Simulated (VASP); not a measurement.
Wanted: the native input for a VASP 6.6.1 run.

```
Task                   : single point
Functional             : PBEsol
Potentials or basis    : VASP PAW PBE potentials, release 64 (La)
Cutoff                 : 520 eV
k mesh                 : 13 × 13 × 4
Occupations            : fermi-dirac, width 0.1 eV
Spin                   : no spin polarisation
Dipole correction      : no
Further INCAR settings : ALGO = Normal; EDIFF = 1e-06; NBANDS = 30
```

The structure of La lies in POSCAR:

```
La
1.0
    3.6651870401      0.0000000000      0.0000000000
   -1.8325935200      3.1741450863      0.0000000000
    0.0000000000      0.0000000000     11.7566556710
La
4
Direct
    0.0000000000      0.0000000000      1.0000000000
    1.0000000000      0.0000000000      0.5000000000
    0.3333333333      0.6666666667      0.7500000000
    0.6666666667      0.3333333333      0.2500000000
```

One way to write it, as run:

INCAR

```
PREC = Accurate
ENCUT = 520
EDIFF = 1E-6
ISMEAR = -1
SIGMA = 0.1
LREAL = F
LASPH = T
NELM = 100
ALGO = Normal
ISIF = 2
LWAVE = F
LCHARG = F
GGA = PS
NBANDS = 30
```

KPOINTS

```
Automatic mesh
0
Gamma
  13 13 4
```

Potentials or basis: VASP PAW PBE potentials, release 64 (La).

Run with:

```console
$ cat potpaw_PBE.64/La/POTCAR > POTCAR
$ mpirun -np 1 vasp_std > vasp.out
```

It gave:

```
Pressure               : 0.0 GPa
Band gap on the k mesh : zero (bands 22 and 23 overlap by 1.26 eV)
```

Caveat: the PAW data sets were made with another functional, which shifts forces and pressure a little; spin-orbit coupling is left out, which moves the levels of the heavy elements.

Run time: 2.4 min on 1 thread of Intel(R) Xeon(R) 6975P-C (Granite Rapids) (shared host), peak memory 0.39 GiB.
